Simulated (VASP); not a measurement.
Al, 1 atom in the cell. The typed cell holds 1 atom: a = 2.824 Å, b = 2.645 Å, c = 2.800 Å, α = 110.77°, β = 108.30°, γ = 109.45°. 

* Program: VASP 6.6.1
* Task: single point
* Functional: PBE-based screened hybrid with 25 % exact exchange
* Potentials or basis: VASP PAW PBE potentials, release 64 (Al)
* Cutoff: 520 eV
* k mesh: 6 × 6 × 6
* Occupations: fermi-dirac, width 0.05 eV
* Spin: no spin polarisation
* Dipole correction: no
* Grid for exact exchange (PRECFOCK): Normal
* Share of exact exchange: 0.25
* Further INCAR settings: ALGO = Normal; EDIFF = 1e-06; NBANDS = 8
* Screening parameter: 0.3 1/Å

Potentials or basis: VASP PAW PBE potentials, release 64 (Al).

Run with:

```bash
$ cat potpaw_PBE.64/Al/POTCAR > POTCAR
$ cp INCAR.step1 INCAR
$ mpirun -np 1 vasp_std > vasp.out
$ cp INCAR.step2 INCAR
$ mpirun -np 1 vasp_std > vasp.out
```

Hardware: 1 thread of AMD EPYC 7R43 64-Core Processor (Zen 3), on a shared host.

Question: How long does it take, and how much memory?

Answer: Run time: 7.9 min on 1 thread of AMD EPYC 7R43 64-Core Processor (Zen 3) (shared host), peak memory 0.2 GiB. Counts: k points 112.
